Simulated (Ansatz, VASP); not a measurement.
Hg: VASP beside Ansatz

File INCAR:

```
SYSTEM = Hg
PREC = Accurate
ENCUT = 520
EDIFF = 1E-8
ISMEAR = -1
SIGMA = 0.05
LREAL = .FALSE.
LASPH = .TRUE.
NELM = 60
ALGO = Normal
ISIF = 2
LWAVE = .FALSE.
LCHARG = .FALSE.
GGA = PE
LEFG = .TRUE.
NBANDS = 12
```

The input KPOINTS:

```
regular mesh
0
G
  12 12 12
  0 0 0
```

File POSCAR:

```
Hg
1.0
    3.0335295614      0.0000000000      0.0000000000
    0.0000000000      3.0335295614      0.0000000000
    0.0000000000      0.0000000000      3.2173494972
Hg
1
Direct
    0.0000000000      0.0000000000      0.0000000000
```

Input for Ansatz:

```yaml
crystal:
  lattice:
    - [3.0335295614, 0.0, 0.0]
    - [0.0, 3.0335295614, 0.0]
    - [0.0, 0.0, 3.2173494972]
  atoms:
    - { symbol: Hg, position: [0.0, 0.0, 0.0] }
kpoints:
  mp_grid: { grid: [12, 12, 12] }
scf:
  occupations: { method: fermi_dirac, width: 0.05 }
hamiltonian:
  xc: pbe
  pseudopotentials: { kind: paw }
output:
  forces: true
  stress: true
  eigenvalues: true
  efg: { contact_densities: true }
```

Change from the starting cell: z stretched by +4 % at fixed volume, PAW files.

Alike in both runs: task electric field gradients; functional PBE; k mesh 12 × 12 × 12; occupations fermi-dirac, width 0.05 eV; no spin polarisation.

|  | VASP | Ansatz |
| --- | --- | --- |
| version | VASP 6.6.1 | Ansatz 0.2.0 |
| potentials or method | VASP PAW PBE potentials, release 64 (Hg) | PAW with Ansatz's default frozen-core files, scalar-relativistic |
| plane-wave cutoff (eV) | 520 | 420 |
| valence electrons in the cell | 12 | 20 |

Ansatz gave:

```
pressure (GPa)                                                : 0.3
traceless stress, the component that is largest in VASP (GPa) : -0.75
size of Vzz on the site where it differs most (V/Å²)          : 60.5
```

Problem. Estimate VASP's values.

Solution. Pressure (GPa): 0.5; traceless stress, the component that is largest in VASP (GPa): -0.85; size of Vzz on the site where it differs most (V/Å²): 72.1.

VASP's potentials hold 12 valence electrons a cell and Ansatz's 20, so a difference there can come from the potentials and not from the codes.

Spin-orbit coupling is off throughout.
